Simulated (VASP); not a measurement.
# AlN (P6_3mc) in VASP: a series of runs, part 2 of 2

VASP 6.6.1. The steps go on from the part before.

**3. Relaxation of shape and atoms at fixed volume, r2SCAN (8.32 Å³/atom)**

This run uses another cell than the first one, of 8.32 Å³/atom.

File POSCAR:

```
AlN
1.0
    2.9052651673      0.0000000000      0.0000000000
   -1.4526325836      2.5160334397      0.0000000000
    0.0000000000      0.0000000000      4.5543781539
Al N
2 2
Direct
    0.3333333333      0.6666666667     -0.0042246478
    0.6666666667      0.3333333333      0.4957753522
    0.3333333333      0.6666666667      0.3842246478
    0.6666666667      0.3333333333      0.8842246478
```

File INCAR.step1:

```
SYSTEM = AlN
ALGO = Normal
EDIFF = 1E-4
ENCUT = 600
GGA = PE
ISMEAR = 0
LASPH = .True.
LCHARG = .False.
LREAL = .False.
LWAVE = .True.
NELM = 100
PREC = Accurate
SIGMA = 0.05
```

File INCAR.step2:

```
SYSTEM = AlN
ALGO = Normal
EDIFF = 1E-6
EDIFFG = -0.01
ENCUT = 600
IBRION = 2
ISIF = 4
ISMEAR = 0
ISTART = 1
LASPH = .True.
LCHARG = .False.
LMIXTAU = .True.
LREAL = .False.
LWAVE = .False.
METAGGA = R2SCAN
NELM = 100
NSW = 60
PREC = Accurate
SIGMA = 0.05
```

File KPOINTS:

```
k-points
0
Gamma
  8 8 4
  0 0 0
```

Potentials or basis: VASP PAW PBE potentials, release 64 (Al, N).

Command:

```bash
$ cat potpaw_PBE.64/Al/POTCAR potpaw_PBE.64/N/POTCAR > POTCAR
$ cp INCAR.step1 INCAR
$ mpirun -np 1 vasp_std > vasp.out
$ cp INCAR.step2 INCAR
$ mpirun -np 1 vasp_std > vasp.out
```

OUTCAR:

```text
SYSTEM = AlN
   EDIFF = 1E-6
   EDIFFG = -0.01
   ENCUT = 600
   IBRION = 2
   ISIF = 4
   ISMEAR = 0
   ISTART = 1
   LASPH = .True.
   LREAL = .False.
   METAGGA = R2SCAN
   NELM = 100
   NSW = 60
   PREC = Accurate

 ion  position               nearest neighbor table
   1  0.333  0.667  0.996-   4 1.75   4 1.75   4 1.75   3 1.77   2 2.83   2 2.83   2 2.83   2 2.83
                             2 2.83   2 2.83
   2  0.667  0.333  0.496-   3 1.75   3 1.75   3 1.75   4 1.77   1 2.83   1 2.83   1 2.83   1 2.83
                             1 2.83   1 2.83
   3  0.333  0.667  0.384-   2 1.75   2 1.75   2 1.75   1 1.77
   4  0.667  0.333  0.884-   1 1.75   1 1.75   1 1.75   2 1.77

  LATTYP: Found a hexagonal cell.
 ALAT       =     2.9052651673
 C/A-ratio  =     1.5676290774

  Lattice vectors:

 A1 = (   2.9052651673,   0.0000000000,   0.0000000000)
 A2 = (  -1.4526325836,   2.5160334397,   0.0000000000)
 A3 = (   0.0000000000,   0.0000000000,   4.5543781539)

Analysis of symmetry for initial positions (statically):
=====================================================================
 Subroutine PRICEL returns:
 Original cell was already a primitive cell.

 Routine SETGRP: Setting up the symmetry group for a
 hexagonal supercell.

 Subroutine GETGRP returns: Found 12 space group operations
 (whereof  6 operations were pure point group operations)
[... 363 lines left out ...]

 number of electron      16.0000002 magnetization

 Free energy of the ion-electron system (eV)
  ---------------------------------------------------
  ext. energy  EPLUGINS =         0.00000000
  ---------------------------------------------------
  free energy    TOTEN  =       -36.91579170 eV

  energy without entropy =      -36.91579170  energy(sigma->0) =      -36.91579170

 E-fermi :   9.1078     XC(G=0): -12.4877

 val. band max:        8.8492618881   @ k =   0.0000   0.0000   0.0000
 cond. band min:      14.6782818738   @ k =   0.3750   0.2500   0.0000
 fundamental gap:      5.8290199857
 Fermi energy:         9.1077931686

 k-point     1 :       0.0000    0.0000    0.0000
  band No.  band energies     occupation
      1      -9.2007      2.00000
      2      -5.9606      2.00000
      3       1.2974      2.00000
      4       6.8780      2.00000
      5       6.8780      2.00000
      6       7.7950      2.00000
      7       7.7950      2.00000
      8       8.8493      2.00000
      9      15.4039      0.00000
     10      17.5142      0.00000
     11      21.4024      0.00000
     12      21.4025      0.00000
[... 331 lines left out ...]
 k-point    24 :       0.3750    0.0000    0.5000
  band No.  band energies     occupation
      1      -6.4278      2.00000
      2      -6.4278      2.00000
      3       2.2353      2.00000
      4       2.2353      2.00000
      5       6.4825      2.00000
      6       6.4825      2.00000
      7       6.8464      2.00000
      8       6.8464      2.00000
      9      15.7774      0.00000
     10      15.7774      0.00000
     11      20.2373      0.00000
     12      20.2373      0.00000

 [... further k-points ...]

------------------------ aborting loop because EDIFF is reached ----------------------------------------

  FORCE on cell =-STRESS in cart. coord.  units (eV):
  Direction    XX          YY          ZZ          XY          YZ          ZX
  --------------------------------------------------------------------------------------
  -------------------------------------------------------------------------------------
  Total       14.4062621     14.4062621     14.4098321      0.0000000      0.0000000      0.0000000
  in kB      693.3150402    693.3150406    693.4868507      0.0000001      0.0000000      0.0000000
  external PRESSURE =     693.3723105 kB  Pullay stress =       0.0000000 kB
[... 19 lines left out ...]
  FREE ENERGIE OF THE ION-ELECTRON SYSTEM (eV)
  ---------------------------------------------------
  free  energy   TOTEN  =       -36.9157916996 eV

  energy  without entropy=      -36.9157916996  energy(sigma->0) =      -36.91579170

 reached required accuracy - stopping structural energy minimisation
```

OUTCAR.step1:

```text
SYSTEM = AlN
   EDIFF = 1E-4
   ENCUT = 600
   GGA = PE
   ISMEAR = 0
   LASPH = .True.
   LREAL = .False.
   NELM = 100
[... 592 lines left out ...]
      1.45263      0.83868      2.25795        -0.000000     -0.000000     -0.074284
     -0.00000      1.67736      1.74990        -0.000000      0.000000      0.074284
      1.45263      0.83868      4.02709         0.000000      0.000000      0.074284
 -----------------------------------------------------------------------------------
    total drift:                               -0.000000      0.000000      0.000304

  FREE ENERGIE OF THE ION-ELECTRON SYSTEM (eV)
  ---------------------------------------------------
  free  energy   TOTEN  =       -27.9858960528 eV

  energy  without entropy=      -27.9858960528  energy(sigma->0) =      -27.98589605
```

OSZICAR.step1:

```text
N       E                     dE             d eps       ncg     rms          rms(c)
DAV:   1     0.704654590589E+02    0.70465E+02   -0.88858E+03   720   0.139E+03
DAV:   2    -0.292512030657E+02   -0.99717E+02   -0.92018E+02  1020   0.282E+02
DAV:   3    -0.337973454586E+02   -0.45461E+01   -0.45073E+01   936   0.636E+01
DAV:   4    -0.338316533490E+02   -0.34308E-01   -0.34299E-01   820   0.607E+00
DAV:   5    -0.338320097542E+02   -0.35641E-03   -0.35640E-03   916   0.637E-01    0.141E+01
DAV:   6    -0.280835885279E+02    0.57484E+01   -0.16601E+01   860   0.356E+01    0.509E+00
DAV:   7    -0.280011247725E+02    0.82464E-01   -0.10223E+00   824   0.908E+00    0.329E+00
DAV:   8    -0.279889146744E+02    0.12210E-01   -0.66310E-02   792   0.271E+00    0.395E-01
DAV:   9    -0.279855566697E+02    0.33580E-02   -0.15569E-02   912   0.102E+00    0.223E-01
DAV:  10    -0.279859749388E+02   -0.41827E-03   -0.14449E-03   820   0.327E-01    0.142E-01
DAV:  11    -0.279858960528E+02    0.78886E-04   -0.25261E-04   520   0.143E-01
   1 F= -.27985896E+02 E0= -.27985896E+02  d E =-.292669E-12
```

It took 8.6 min on 1 thread of Intel Xeon 8259CL, shared host; peak memory 0.16 GiB.

What came out:

```
Free energy                  : -36.9158 eV
Energy gained by relaxing    : 1.6 meV/atom
Ionic steps                  : 13
Pressure after relaxing      : 69.3 GPa
Largest force after relaxing : 0.006 eV/Å
Band gap on the k mesh       : 5.83 eV (least direct gap 6.55 eV)
```

Forces on the atoms (eV/Å):
```
Al   0.000  0.000 -0.006
Al   0.000  0.000 -0.006
N    0.000  0.000  0.006
N    0.000  0.000  0.006
```

Step by step:
```csv
step,energy change (eV),largest force (eV/Å),pressure (GPa),volume (Å³)
1,0.0000,0.0576,71.52,33.29
2,-0.0019,0.0999,71.29,33.29
3,-0.0033,0.1849,70.82,33.29
4,-0.0039,0.1549,70.73,33.29
5,-0.0052,0.0686,70.47,33.29
6,-0.0056,0.0859,69.92,33.29
7,-0.0058,0.0351,70.11,33.29
8,-0.0059,0.0282,70.02,33.29
9,-0.0062,0.0055,69.73,33.29
10,-0.0061,0.0462,69.11,33.29
11,-0.0062,0.0223,69.40,33.29
12,-0.0062,0.0187,69.44,33.29
13,-0.0062,0.0064,69.34,33.29
```

Final structure:
```
Al N
1.0
     2.93996    0.00000    0.00000
    -1.46998    2.54608    0.00000
     0.00000    0.00000    4.44751
Al N
2 2
Cartesian
  0.0000 1.6974 4.4019
  1.4700 0.8487 2.1781
  0.0000 1.6974 1.7357
  1.4700 0.8487 3.9594
```

Caveat: the PAW data sets were made with another functional, which shifts forces and pressure a little. A k mesh can miss the band edges.

**4. Relaxation of shape and atoms at fixed volume, r2SCAN (8.74 Å³/atom)**

This run uses another cell than the first one, of 8.74 Å³/atom.

File POSCAR:

```
AlN
1.0
    2.9436280803      0.0000000000      0.0000000000
   -1.4718140401      2.5492566968      0.0000000000
    0.0000000000      0.0000000000      4.6582636656
Al N
2 2
Direct
    0.3333333333      0.6666666667     -0.0026866228
    0.6666666667      0.3333333333      0.4973133772
    0.3333333333      0.6666666667      0.3826866228
    0.6666666667      0.3333333333      0.8826866228
```

INCAR.step1 is that of step 3.

INCAR.step2, as its differences from that of step 3:

```diff
@@ -2,3 +2,3 @@
 ALGO = Normal
-EDIFF = 1E-6
+EDIFF = 1E-7
 EDIFFG = -0.01
```

KPOINTS is that of step 3.

Command:

```bash
$ cat potpaw_PBE.64/Al/POTCAR potpaw_PBE.64/N/POTCAR > POTCAR
$ cp INCAR.step1 INCAR
$ mpirun -np 1 vasp_std > vasp.out
$ cp INCAR.step2 INCAR
$ mpirun -np 1 vasp_std > vasp.out
```

Run time: 3.8 min. Hardware: 1 thread of Intel Xeon 8259CL, shared host; peak memory 0.17 GiB.

Results (log left out):

```
Free energy               : -37.5405 eV
Energy gained by relaxing : 0.4 meV/atom
Ionic steps               : 4
Pressure after relaxing   : 50.7 GPa
Band gap on the k mesh    : 5.92 eV (least direct gap 6.42 eV)
```

Step by step:
```
step  energy change (eV)  largest force (eV/Å)  pressure (GPa)  volume (Å³)
   1              0.0000                0.0426           51.03        34.96
   2             -0.0009                0.0551           50.91        34.96
   3             -0.0013                0.0755           50.73        34.96
   4             -0.0016                0.0006           50.65        34.96
```

Final structure:
```cif
data_structure
_symmetry_space_group_name_H-M 'P 1'
_symmetry_Int_Tables_number 1
_cell_length_a 2.9536
_cell_length_b 2.9536
_cell_length_c 4.6268
_cell_angle_alpha 90.000
_cell_angle_beta 90.000
_cell_angle_gamma 120.000
_cell_volume 34.96
loop_
_atom_site_label
_atom_site_type_symbol
_atom_site_fract_x
_atom_site_fract_y
_atom_site_fract_z
_atom_site_occupancy
Al1 Al 0.33333 0.66667 0.99570 1
Al2 Al 0.66667 0.33333 0.49570 1
N1 N 0.33333 0.66667 0.38430 1
N2 N 0.66667 0.33333 0.88430 1
```

Levels at points of the mesh, in eV from the valence-band top:
```tsv
k point	band 5	band 6	band 7	band 8	band 9	band 10	band 11	band 12
(0.00, 0.00, 0.00)	-1.34	-0.57	-0.57	0.00	6.42	8.80	12.90	12.90
(0.50, 0.00, 0.00)	-4.01	-2.73	-2.17	-0.98	6.87	6.93	10.42	12.47
(0.00, 0.00, 0.50)	-0.97	-0.97	-0.97	-0.97	8.66	8.66	12.80	12.80
(0.50, 0.00, 0.50)	-1.96	-1.96	-1.66	-1.66	6.54	6.54	11.08	11.08
```

Caveat: the PAW data sets were made with another functional, which shifts forces and pressure a little. A k mesh can miss the band edges.

**5. Relaxation of shape and atoms at fixed volume, r2SCAN (9.57 Å³/atom)**

This run uses another cell than the first one, of 9.57 Å³/atom.

File POSCAR:

```
AlN
1.0
    3.0245292083      0.0000000000      0.0000000000
   -1.5122646042      2.6193191288      0.0000000000
    0.0000000000      0.0000000000      4.8326229997
Al N
2 2
Direct
    0.3333333333      0.6666666667     -0.0011627533
    0.6666666667      0.3333333333      0.4988372467
    0.3333333333      0.6666666667      0.3811627533
    0.6666666667      0.3333333333      0.8811627533
```

File INCAR.step1:

```
  PREC = Accurate
  ENCUT = 600
  ISMEAR = 0
  SIGMA = 0.05
  LREAL = False
  LASPH = True
  NELM = 60
  GGA = PE
  ALGO = Normal
  EDIFF = 1E-4
  LWAVE = True
  LCHARG = False
```

File INCAR.step2:

```
  PREC = Accurate
  ENCUT = 600
  EDIFF = 1E-6
  ISMEAR = 0
  SIGMA = 0.05
  LREAL = False
  LASPH = True
  NELM = 60
  ALGO = Normal
  ISIF = 4
  LWAVE = False
  LCHARG = False
  METAGGA = R2SCAN
  LMIXTAU = True
  IBRION = 2
  NSW = 60
  EDIFFG = -0.01
  ISTART = 1
```

File KPOINTS:

```
Automatic mesh
0
Gamma
  8 8 4
```

Potentials or basis: VASP PAW PBE potentials, release 64 (Al, N).

Command:

```bash
$ cat potpaw_PBE.64/Al/POTCAR potpaw_PBE.64/N/POTCAR > POTCAR
$ cp INCAR.step1 INCAR
$ mpirun -np 1 vasp_std > vasp.out
$ cp INCAR.step2 INCAR
$ mpirun -np 1 vasp_std > vasp.out
```

OUTCAR:

```text
PREC = Accurate
   ENCUT = 600
   EDIFF = 1E-6
   ISMEAR = 0
   LREAL = False
   LASPH = True
   NELM = 60
   ISIF = 4
   METAGGA = R2SCAN
   IBRION = 2
   NSW = 60
   EDIFFG = -0.01
   ISTART = 1

 ion  position               nearest neighbor table
   1  0.333  0.667  0.999-   4 1.84   4 1.84   4 1.84   3 1.85   2 2.98   2 2.98   2 2.98   2 2.98
                             2 2.98   2 2.98
   2  0.667  0.333  0.499-   3 1.84   3 1.84   3 1.84   4 1.85   1 2.98   1 2.98   1 2.98   1 2.98
                             1 2.98   1 2.98
   3  0.333  0.667  0.381-   2 1.84   2 1.84   2 1.84   1 1.85
   4  0.667  0.333  0.881-   1 1.84   1 1.84   1 1.84   2 1.85

  LATTYP: Found a hexagonal cell.
 ALAT       =     3.0245292083
 C/A-ratio  =     1.5978099952

  Lattice vectors:

 A1 = (   3.0245292083,   0.0000000000,   0.0000000000)
[... 282 lines left out ...]
      4       5.7792      2.00000
      5       5.7792      2.00000
      6       6.4755      2.00000
      7       6.4755      2.00000
      8       6.7960      2.00000
      9      12.4621      0.00000
     10      15.0092      0.00000
     11      19.1484      0.00000
     12      19.3514      0.00000
[... 331 lines left out ...]
 k-point    24 :       0.3750    0.0000    0.5000
  band No.  band energies     occupation
      1      -7.4591      2.00000
      2      -7.4591      2.00000
      3       1.2942      2.00000
      4       1.2942      2.00000
      5       5.1679      2.00000
      6       5.1679      2.00000
      7       5.2712      2.00000
      8       5.2712      2.00000
      9      13.4684      0.00000
     10      13.4684      0.00000
     11      17.7057      0.00000
     12      17.7057      0.00000

 [... further k-points ...]

------------------------ aborting loop because EDIFF is reached ----------------------------------------

  FORCE on cell =-STRESS in cart. coord.  units (eV):
  Direction    XX          YY          ZZ          XY          YZ          ZX
  --------------------------------------------------------------------------------------
  -------------------------------------------------------------------------------------
  Total        4.8652120      4.8652120      4.8204804     -0.0000000     -0.0000000      0.0000000
  in kB      203.6025595    203.6025595    201.7306054     -0.0000000     -0.0000000      0.0000000
  external PRESSURE =     202.9785748 kB  Pullay stress =       0.0000000 kB
[... 19 lines left out ...]
  FREE ENERGIE OF THE ION-ELECTRON SYSTEM (eV)
  ---------------------------------------------------
  free  energy   TOTEN  =       -38.2596041935 eV

  energy  without entropy=      -38.2596041935  energy(sigma->0) =      -38.25960419

 reached required accuracy - stopping structural energy minimisation
```

Run time: 2.3 min. Hardware: 1 thread of Intel Xeon 8259CL, shared host; peak memory 0.17 GiB.

What came out:

```
Free energy               : -38.2596 eV
Energy gained by relaxing : 0.1 meV/atom
Ionic steps               : 3
Pressure after relaxing   : 20.3 GPa
Band gap on the k mesh    : 5.67 eV
```

Forces in eV/Å, atoms in the order of the input:
```
Al   0.000  0.000 -0.002
Al   0.000  0.000 -0.002
N    0.000  0.000  0.002
N    0.000  0.000  0.002
```

Stress tensor (GPa, compression positive):
```
20.36  0.00  0.00
 0.00 20.36  0.00
 0.00  0.00 20.17
```

Step by step:
| step | energy change (eV) | largest force (eV/Å) | pressure (GPa) | volume (Å³) |
| --- | --- | --- | --- | --- |
| 1 | 0.0000 | 0.0339 | 20.37 | 38.29 |
| 2 | -0.0003 | 0.0143 | 20.33 | 38.29 |
| 3 | -0.0004 | 0.0024 | 20.30 | 38.29 |

Final structure:
```yaml
crystal:
  lattice:
    - [3.02771, 0.00000, 0.00000]
    - [-1.51385, 2.62207, 0.00000]
    - [0.00000, 0.00000, 4.82248]
  atoms:
    - { symbol: Al, position: [0.33333, 0.66667, 0.99829] }
    - { symbol: Al, position: [0.66667, 0.33333, 0.49829] }
    - { symbol: N, position: [0.33333, 0.66667, 0.38171] }
    - { symbol: N, position: [0.66667, 0.33333, 0.88171] }
```

Levels at points of the mesh, in eV from the valence-band top:
| k point | band 5 | band 6 | band 7 | band 8 | band 9 | band 10 | band 11 | band 12 |
| --- | --- | --- | --- | --- | --- | --- | --- | --- |
| (0.00, 0.00, 0.00) | -1.02 | -0.32 | -0.32 | 0.00 | 5.67 | 8.21 | 12.35 | 12.56 |
| (0.50, 0.00, 0.00) | -3.63 | -2.34 | -1.92 | -0.79 | 6.65 | 6.80 | 9.76 | 11.86 |
| (0.00, 0.00, 0.50) | -0.68 | -0.68 | -0.68 | -0.68 | 7.97 | 7.97 | 12.03 | 12.03 |
| (0.50, 0.00, 0.50) | -1.65 | -1.65 | -1.49 | -1.49 | 6.28 | 6.28 | 10.64 | 10.64 |

Caveat: the PAW data sets were made with another functional, which shifts forces and pressure a little. A k mesh can miss the band edges.

**6. Overview**

| task | cell | cutoff (eV) | gap on the mesh (eV) | pressure (GPa) |
| --- | --- | --- | --- | --- |
| single point | a = 3.145, b = 3.145, c = 5.051 Å, angles 90.0, 90.0, 120.0°, 4 atoms, atomic positions A | 520 | 4.57 | -8.1 |
| relaxation of shape and atoms at fixed volume | relaxed from a = 2.905, b = 2.905, c = 4.554 Å, angles 90.0, 90.0, 120.0°, 4 atoms, atomic positions B | 600 | 5.83 | 69.3 |
| relaxation of shape and atoms at fixed volume | relaxed from a = 2.944, b = 2.944, c = 4.658 Å, angles 90.0, 90.0, 120.0°, 4 atoms, atomic positions C | 600 | 5.92 | 50.7 |
| relaxation of shape and atoms at fixed volume | relaxed from a = 3.025, b = 3.025, c = 4.833 Å, angles 90.0, 90.0, 120.0°, 4 atoms, atomic positions A | 600 | 5.67 | 20.3 |

Alike in all rows: level r2SCAN; potentials or basis VASP PAW PBE potentials, release 64 (Al, N); no spin polarisation; k mesh 8 × 8 × 4; smearing gaussian 0.05 eV.

Caveats: the PAW data sets were made with another functional, which shifts forces and pressure a little; the cell stands under tension (at least some runs).

Total energies depend on the potentials used, so only differences within one code and one set of settings carry meaning.
